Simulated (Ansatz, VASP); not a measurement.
This is a calculation of BaTiO3 for Ansatz 0.2.0.

Contents of input.yaml:

```yaml
crystal:
  lattice:
    - [3.9855, 0.0, 0.0]
    - [0.0, 2.8369, 2.84515]
    - [0.0, -2.8369, 2.84515]
  atoms:
    - { symbol: Ba, position: [0.000522, -0.000146, 0.006069] }
    - { symbol: Ti, position: [0.503928, 0.51327, 0.519971] }
    - { symbol: O, position: [0.500399, 0.977165, 0.503131] }
    - { symbol: O, position: [0.516827, 0.502107, 1.009653] }
    - { symbol: O, position: [0.005246, 0.489722, 0.502551] }
kpoints:
  mp_grid: { grid: [7, 7, 7] }
scf:
  occupations: { method: fermi_dirac, width: 0.05 }
hamiltonian:
  xc: pbesol
  pseudopotentials: { kind: all_electron, lapw: { basis_error: 0.001 } }
output:
  forces: true
  stress: true
  eigenvalues: true
  populations: true
```

Potentials or basis: all-electron LAPW, scalar-relativistic.

The run is started by

```console
$ ansatz run input.yaml --threads 4 --pin off --max-ram 12288MiB --backend cpu --events-out ev --progress --plain --runs-dir out
```

**Question.** Set up the same calculation for VASP 6.6.1. Potentials there: VASP PAW PBE potentials, release 64 (Ba_sv, Ti_sv, O).

**Answer.** As run (the cutoff follows the program's own potentials):

Contents of INCAR:

```
  ALGO = Normal
  EDIFF = 1E-6
  ENCUT = 520
  GGA = PS
  ISIF = 2
  ISMEAR = -1
  LASPH = T
  LCHARG = F
  LREAL = F
  LWAVE = F
  NBANDS = 28
  NELM = 100
  PREC = Accurate
  SIGMA = 0.05
```

The input KPOINTS:

```
k-points
0
Gamma
  7 7 7
```

The input POSCAR:

```
BaTiO3
1.0
    3.9855000000      0.0000000000      0.0000000000
    0.0000000000      2.8369000000      2.8451500000
    0.0000000000     -2.8369000000      2.8451500000
Ba Ti O
1 1 3
Direct
    0.0005220000     -0.0001460000      0.0060690000
    0.5039280000      0.5132700000      0.5199710000
    0.5003990000      0.9771650000      0.5031310000
    0.5168270000      0.5021070000      1.0096530000
    0.0052460000      0.4897220000      0.5025510000
```

Potentials or basis: VASP PAW PBE potentials, release 64 (Ba_sv, Ti_sv, O).

Command:

```sh
$ cat potpaw_PBE.64/Ba_sv/POTCAR potpaw_PBE.64/Ti_sv/POTCAR potpaw_PBE.64/O/POTCAR > POTCAR
$ mpirun -np 1 vasp_std > vasp.out
```

Both were run:

|  | VASP | Ansatz | Ansatz less VASP |
| --- | --- | --- | --- |
| gap on the k mesh at the Fermi level (eV) | 1.90 | 1.96 | +0.059 |
| least direct gap on the mesh (eV) | 2.09 | 2.11 | +0.022 |
| pressure (GPa) | -1.5 | -3.3 | -1.82 |
| traceless stress, the component that is largest in VASP (GPa) | 1.24 | 1.16 | -0.071 |
| rms of the force components (eV/Å) | 0.209 | 0.208 | -0.0007 |

VASP's potentials were made for PBE, not for PBEsol. Atom by atom the forces differ by 0.021 eV/Å (rms over components). Ansatz ran all-electron here, and VASP with PAW potentials.

Neither program's run includes spin-orbit coupling.
